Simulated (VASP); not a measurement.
# MnCuAs (base) (P4/nmm) in VASP: single point with PBE

Aim: the single point of MnCuAs (base) with PBE.

All numbers are computed with VASP 6.6.1; they aren't measurements. Logs are shortened: lines on timing, memory, paths and dates and some standing lists are left out, and cuts for length are marked.

**1. The cell of the first run**

It takes space group P4/nmm (No. 129, tetragonal). The conventional cell has a = 3.699 Å, b = 3.699 Å, c = 6.408 Å, α = 90.00°, β = 90.00°, γ = 90.00°. Within 3.3 Å of Mn (site symmetry 4mm) lie 5 As at 2.49 to 2.64 Å and 4 Cu at 2.84 Å. Within 3.4 Å of Cu (site symmetry -4m2) lie 4 As at 2.56 Å and 4 Cu at 2.62 Å and 4 Mn at 2.84 Å. As (site symmetry 4mm) has 5 Mn at 2.49 to 2.64 Å and 4 Cu at 2.56 Å within 3.3 Å.

**2. Single point, PBE, collinear spin, antiferromagnetic start**

INCAR

```
PREC = Accurate
ENCUT = 520
EDIFF = 1E-6
ISMEAR = 0
SIGMA = 0.1
LREAL = False
LASPH = True
NELM = 150
ALGO = Normal
ISIF = 2
LWAVE = False
LCHARG = False
ISPIN = 2
MAGMOM = 3.5 -3.5 0 0 0 0
LORBIT = 11
LMAXMIX = 4
GGA = PE
NBANDS = 42
```

KPOINTS

```
regular mesh
0
Gamma
  6 6 4
```

POSCAR

```
MnCuAs
1.0
    3.6994910000      0.0000000000      0.0000000000
    0.0000000000      3.6994910000      0.0000000000
    0.0000000000      0.0000000000      6.4084220000
Mn Cu As
2 2 2
Direct
    0.0000000000      0.5000000000      0.1640200000
    0.5000000000      0.0000000000      0.8359800000
    0.0000000000      0.0000000000      0.5000000000
    0.5000000000      0.5000000000      0.5000000000
    0.0000000000      0.5000000000      0.7762460000
    0.5000000000      0.0000000000      0.2237540000
```

Potentials or basis: VASP PAW PBE potentials, release 64 (Mn_pv, Cu, As).

Launch:

```console
> cat potpaw_PBE.64/Mn_pv/POTCAR potpaw_PBE.64/Cu/POTCAR potpaw_PBE.64/As/POTCAR > POTCAR
> mpirun -np 1 vasp_std > vasp.out
```

OUTCAR:

```text
PREC = Accurate
   ENCUT = 520
   EDIFF = 1E-6
   ISMEAR = 0
   LREAL = False
   LASPH = True
   NELM = 150
   ISIF = 2
   ISPIN = 2
   LORBIT = 11
   GGA = PE

 ion  position               nearest neighbor table
   1  0.000  0.500  0.164-   5 2.49   6 2.64   6 2.64   6 2.64   6 2.64   3 2.84   4 2.84   4 2.84
                             3 2.84
   2  0.500  0.000  0.836-   6 2.49   5 2.64   5 2.64   5 2.64   5 2.64   3 2.84   3 2.84   4 2.84
                             4 2.84
   3  0.000  0.000  0.500-   5 2.56   6 2.56   5 2.56   6 2.56   4 2.62   4 2.62   4 2.62   4 2.62
                             2 2.84   1 2.84   2 2.84   1 2.84
   4  0.500  0.500  0.500-   5 2.56   6 2.56   6 2.56   5 2.56   3 2.62   3 2.62   3 2.62   3 2.62
                             1 2.84   2 2.84   2 2.84   1 2.84
   5  0.000  0.500  0.776-   1 2.49   3 2.56   4 2.56   3 2.56   4 2.56   2 2.64   2 2.64   2 2.64
                             2 2.64
   6  0.500  0.000  0.224-   2 2.49   3 2.56   4 2.56   4 2.56   3 2.56   1 2.64   1 2.64   1 2.64
                             1 2.64

  LATTYP: Found a simple tetragonal cell.
 ALAT       =     3.6994910000
 C/A-ratio  =     1.7322442466

  Lattice vectors:

 A1 = (   3.6994910000,   0.0000000000,   0.0000000000)
 A2 = (   0.0000000000,   3.6994910000,   0.0000000000)
 A3 = (   0.0000000000,   0.0000000000,   6.4084220000)

Analysis of symmetry for initial positions (statically):
=====================================================================
 Subroutine PRICEL returns:
 Original cell was already a primitive cell.

 Routine SETGRP: Setting up the symmetry group for a
 simple tetragonal supercell.

 Subroutine GETGRP returns: Found 16 space group operations
 (whereof  8 operations were pure point group operations)
 out of a pool of 16 trial point group operations.

The static configuration has the point symmetry D_2d.
 The point group associated with its full space group is D_4h.

Analysis of symmetry for dynamics (positions and initial velocities):
=====================================================================
 Subroutine PRICEL returns:
 Original cell was already a primitive cell.

 Routine SETGRP: Setting up the symmetry group for a
 simple tetragonal supercell.

 Subroutine GETGRP returns: Found 16 space group operations
 (whereof  8 operations were pure point group operations)
 out of a pool of 16 trial point group operations.

The dynamic configuration has the point symmetry D_2d.
 The point group associated with its full space group is D_4h.

Analysis of structural, dynamic, and magnetic symmetry:
=====================================================================
 Subroutine PRICEL returns:
 Original cell was already a primitive cell.

 Routine SETGRP: Setting up the symmetry group for a
 simple tetragonal supercell.

 Subroutine GETGRP returns: Found 16 space group operations
 (whereof  8 operations were pure point group operations)
 out of a pool of 16 trial point group operations.

The overall configuration has the point symmetry D_2d.
 The point group associated with its full space group is D_4h.

 Subroutine INISYM returns: Found 16 space group operations
 (whereof  8 operations are pure point group operations),
 and found     1 'primitive' translations

----------------------------------------------------------------------------------------

                                     Primitive cell

  volume of cell :      87.7072

  direct lattice vectors                    reciprocal lattice vectors
     3.699491000  0.000000000  0.000000000     0.270307456  0.000000000  0.000000000
     0.000000000  3.699491000  0.000000000     0.000000000  0.270307456  0.000000000
     0.000000000  0.000000000  6.408422000     0.000000000  0.000000000  0.156044655

  length of vectors
     3.699491000  3.699491000  6.408422000     0.270307456  0.270307456  0.156044655

  position of ions in fractional coordinates (direct lattice)
     0.000000000  0.500000000  0.164020000
     0.500000000  0.000000000  0.835980000
     0.000000000  0.000000000  0.500000000
     0.500000000  0.500000000  0.500000000
     0.000000000  0.500000000  0.776246000
     0.500000000  0.000000000  0.223754000

  ion indices of the primitive-cell ions
   primitive index   ion index
                 1           1
                 2           2
[... 59 lines left out ...]
   number of dos      NEDOS =    301   number of ions     NIONS =      6
   total plane-waves  NPLWV =  37632
   dimension x,y,z NGX =    28 NGY =   28 NGZ =   48
   dimension x,y,z NGXF=    56 NGYF=   56 NGZF=   96
   ions per type =               2   2   2
   NGX,Y,Z   is equivalent  to a cutoff of  12.58, 12.58, 12.45 a.u.
   NGXF,Y,Z  is equivalent  to a cutoff of  25.17, 25.17, 24.90 a.u.
 SYSTEM =  unknown system
   PREC   = accura    normal or accurate (medium, high low for compatibility)
   ISTART =      0    job   : 0-new  1-cont  2-samecut
   ICHARG =      2    charge: 1-file 2-atom 10-const
   ISPIN  =      2    spin polarized calculation?
   LNONCOLLINEAR =      F non collinear calculations
   LSORBIT =      F    spin-orbit coupling
   LASPH  =      T    aspherical Exc in radial PAW
   ENCUT  =  520.0 eV  38.22 Ry    6.18 a.u.   6.88  6.88 11.92*2*pi/ulx,y,z
   NELM   =    150;   NELMIN=  2; NELMDL= -5     # of ELM steps
   EDIFF  = 0.1E-05   stopping-criterion for ELM
   LREAL  =      F    real-space projection
   EDIFFG = 0.1E-04   stopping-criterion for IOM
   NSW    =      0    number of steps for IOM
   IBRION =     -1    ionic relax: 0-MD 1-quasi-New 2-CG
   NFREE  =      0    steps in history (QN), initial steepest desc. (CG)
   ISIF   =      2    stress and relaxation
   ISYM   =      2    0-nonsym 1-usesym 2-fastsym
   POTIM  = 0.5000    time-step for ionic-motion
   TEBEG  =    0.0;   TEEND  =   0.0 temperature during run
   PSTRESS=    0.0 pullay stress
   NELECT =      58.0000    total number of electrons
   NUPDOWN=      -1.0000    fix difference up-down
   EMIN   =  10.00;   EMAX   =-10.00  energy-range for DOS
   EFERMI =   0.00;   METHOD = LEGACY
   ISMEAR =     0;   SIGMA  =   0.10  broadening in eV -4-tet -1-fermi 0-gaus
   EFERMI_NEDOS =   21; number of points for ismear=-14 and -15
   IALGO  =     38    algorithm
   IMIX   =      4    mixing-type and parameters
     AMIX     =   0.40;   BMIX     =  1.00
     AMIX_MAG =   1.60;   BMIX_MAG =  1.00
  volume/ion in A,a.u.               =      14.62        98.65
  Fermi-wavevector in a.u.,A,eV,Ry     =   1.426283  2.695285 27.678117  2.034284
  Thomas-Fermi vector in A             =   2.546577
   LORBIT       =     11    0 simple, 1 ext, 2 COOP (PROOUT), +10 PAW based schemes
   GGA     = PE    functional components
   LHFCALC =     F    Hartree Fock is set to
   AEXX    =    0.0000 exact exchange contribution
   IVDW    =     0    specifies the selected vdW correction
   LEPSILON=     F    determine dielectric tensor
   LRPA    =     F    only Hartree local field effects (RPA)
 spin polarized calculation
 Gauss-broadening in eV      SIGMA  =   0.10
  energy-cutoff  :      520.00
  volume of cell :       87.71
 maximum number of plane-waves:      2400
 NGX is ok and might be reduce to    28
   NGX = 13   NGY = 13   NGZ = 23

 number of electron      58.0000056 magnetization      -0.0000000

 number of electron      58.0000056 magnetization       0.0000000

 Free energy of the ion-electron system (eV)
  ---------------------------------------------------
  ext. energy  EPLUGINS =         0.00000000
  ---------------------------------------------------
  free energy    TOTEN  =       -35.18059672 eV

  energy without entropy =      -35.16845181  energy(sigma->0) =      -35.17452427

 E-fermi :   8.1079     XC(G=0): -11.8226

 val. band max:        7.9969343922   @ k =   0.1667   0.0000   0.0000
 cond. band min:       8.1087215470   @ k =   0.1667   0.0000   0.2500
 fundamental gap:      0.1117871548
 Fermi energy:         8.1078729701

 spin component 1

 k-point     1 :       0.0000    0.0000    0.0000
  band No.  band energies     occupation
      1     -42.0606      1.00000
      2     -42.0606      1.00000
      3     -41.9951      1.00000
      4     -38.4237      1.00000
      5     -38.3669      1.00000
      6     -38.3669      1.00000
[... 1045 lines left out ...]
     40      13.5742      0.00000
     41      15.5645      0.00000

 [... further k-points ...]

 spin component 2

 k-point     1 :       0.0000    0.0000    0.0000
  band No.  band energies     occupation
      1     -42.0606      1.00000
      2     -42.0606      1.00000
      3     -41.9951      1.00000
      4     -38.4237      1.00000
      5     -38.3669      1.00000
      6     -38.3669      1.00000
[... 1045 lines left out ...]
     40      13.5742      0.00000
     41      15.5645      0.00000

 [... further k-points ...]

 [bands above 41 left out]

------------------------ aborting loop because EDIFF is reached ----------------------------------------

  FORCE on cell =-STRESS in cart. coord.  units (eV):
  Direction    XX          YY          ZZ          XY          YZ          ZX
  --------------------------------------------------------------------------------------
  -------------------------------------------------------------------------------------
  Total        0.1385146      0.1385146     -0.5185161      0.0000000     -0.0000000     -0.0000000
  in kB        2.5302953      2.5302953     -9.4719148      0.0000000     -0.0000000     -0.0000000
  external PRESSURE =      -1.4704414 kB  Pullay stress =       0.0000000 kB

 VOLUME and BASIS-vectors are now :
 -----------------------------------------------------------------------------
  energy-cutoff  :      520.00
  volume of cell :       87.71
      direct lattice vectors                 reciprocal lattice vectors
     3.699491000  0.000000000  0.000000000     0.270307456  0.000000000  0.000000000
     0.000000000  3.699491000  0.000000000     0.000000000  0.270307456  0.000000000
     0.000000000  0.000000000  6.408422000     0.000000000  0.000000000  0.156044655

 POSITION                                       TOTAL-FORCE (eV/Angst)
 -----------------------------------------------------------------------------------
      0.00000      1.84975      1.05111        -0.000000      0.000000     -0.441834
      1.84975      0.00000      5.35731         0.000000      0.000000      0.441834
      0.00000      0.00000      3.20421        -0.000000      0.000000      0.000000
      1.84975      1.84975      3.20421         0.000000      0.000000      0.000000
      0.00000      1.84975      4.97451        -0.000000      0.000000      0.021921
      1.84975      0.00000      1.43391        -0.000000     -0.000000     -0.021921
 -----------------------------------------------------------------------------------
    total drift:                                0.000000      0.000000      0.000000

  FREE ENERGIE OF THE ION-ELECTRON SYSTEM (eV)
  ---------------------------------------------------
  free  energy   TOTEN  =       -35.1805967231 eV

  energy  without entropy=      -35.1684518083  energy(sigma->0) =      -35.17452427

 total charge

# of ion       s       p       d       tot
------------------------------------------
    1        0.242   6.205   5.075  11.522
    2        0.242   6.205   5.075  11.522
    3        0.391   0.396   9.206   9.994
    4        0.391   0.396   9.206   9.994
    5        1.202   1.544   0.070   2.815
    6        1.202   1.544   0.070   2.815
--------------------------------------------------
tot          3.670  16.290  28.702  48.663

 magnetization (x)

# of ion       s       p       d       tot
------------------------------------------
    1        0.035   0.039   3.398   3.471
    2       -0.035  -0.039  -3.398  -3.471
    3        0.000   0.000   0.000   0.000
    4        0.000   0.000   0.000   0.000
    5       -0.010   0.022  -0.004   0.008
    6        0.010  -0.022   0.004  -0.008
--------------------------------------------------
tot          0.000   0.000   0.000   0.000
```

It took 2.2 min on 1 thread of Intel Xeon Platinum 8488C (Sapphire Rapids), shared host; peak memory 0.32 GiB.

Results:

* Free energy: -35.1806 eV
* Pressure: -0.1 GPa
* Largest force: 0.442 eV/Å
* Band gap on the k mesh: zero (filled and empty bands overlap)
* Net moment: 0.00 μB per cell
* Site moments: Mn +3.47, -3.47; Cu +0.00; As +0.01, -0.01 μB
* Valence electrons inside the program's atomic spheres: Mn 11.52; Cu 9.99; As 2.81

Forces in eV/Å, atoms in the order of the input:
```
Mn   0.000  0.000 -0.442
Mn   0.000  0.000  0.442
Cu   0.000  0.000  0.000
Cu   0.000  0.000  0.000
As   0.000  0.000  0.022
As   0.000  0.000 -0.022
```

Levels at points of the mesh, in eV from the Fermi level:
Spin up:
```tsv
k point	band 27	band 28	band 29	band 30	band 31	band 32
(0.00, 0.00, 0.00)	-1.45	-0.70	-0.25	-0.25	0.24	0.78
(0.50, 0.00, 0.00)	-1.87	-1.34	-0.28	0.57	1.01	1.25
(0.50, 0.50, 0.00)	-2.07	-2.07	-1.55	0.11	0.32	0.40
(0.00, 0.00, 0.50)	-1.72	-0.64	-0.57	-0.57	0.24	1.36
(0.50, 0.00, 0.50)	-1.47	-0.97	0.42	0.66	0.81	0.97
(0.50, 0.50, 0.50)	-2.02	-1.95	-1.67	0.64	0.64	0.81
```
Spin down:
```csv
k point,band 25,band 26,band 27,band 28,band 29,band 30,band 31,band 32,band 33,band 34
"(0.00, 0.00, 0.00)",-2.25,-2.25,-1.45,-0.70,-0.25,-0.25,0.24,0.78,1.23,1.23
"(0.50, 0.00, 0.00)",-2.45,-2.06,-1.87,-1.34,-0.28,0.57,1.01,1.25,1.67,3.15
"(0.50, 0.50, 0.00)",-2.34,-2.30,-2.07,-2.07,-1.55,0.11,0.32,0.40,0.40,1.08
"(0.00, 0.00, 0.50)",-1.74,-1.74,-1.72,-0.64,-0.57,-0.57,0.24,1.36,1.36,1.49
"(0.50, 0.00, 0.50)",-2.36,-1.98,-1.47,-0.97,0.42,0.66,0.81,0.97,1.67,2.13
"(0.50, 0.50, 0.50)",-2.34,-2.02,-2.02,-1.95,-1.67,0.64,0.64,0.81,1.17,1.30
```
